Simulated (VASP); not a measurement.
Runs of VASP 6.6.1 on CsGaB. The structure is that of space group P4/mmm (No. 123), or close to it. The cells are those of the table. The cell was generated, and may not be a known phase.

```tsv
task	cell	k mesh	cutoff (eV)	gap on the mesh (eV)	pressure (GPa)	relaxed volume (Å³/atom)
relaxation of cell and atoms	relaxed from a = 3.974, b = 3.974, c = 5.968 Å, 3 atoms	4 × 4 × 4	600	none	0.0	40.31
single point	a = 4.226, b = 4.226, c = 7.058 Å, 3 atoms	12 × 12 × 8	520	none	0.1	-
single point	a = 4.128, b = 4.128, c = 6.970 Å, 3 atoms	4 × 4 × 4	520	none	0.1	-
relaxation of cell and atoms	relaxed from a = 4.128, b = 4.128, c = 6.970 Å, 3 atoms	12 × 12 × 8	600	none	0.0	(a)
```

Alike in all rows: level PBE; potentials or basis VASP PAW PBE potentials, release 64 (Cs_sv, Ga_d, B); no spin polarisation; smearing gaussian 0.1 eV.

**Question.** Estimate the missing entries.

**Answer.** (a) 42.31.

Caveats: some runs use coarse meshes; spin-orbit coupling is left out, which moves the levels of the heavy elements; the volume moved by over 15 % at a fixed basis, so the end points are rough (at least some runs).

A k mesh can miss the band edges, and the runs leave out spin-orbit coupling on Cs, Ga.

A gap of «none» marks levels without a gap at the run's occupations.
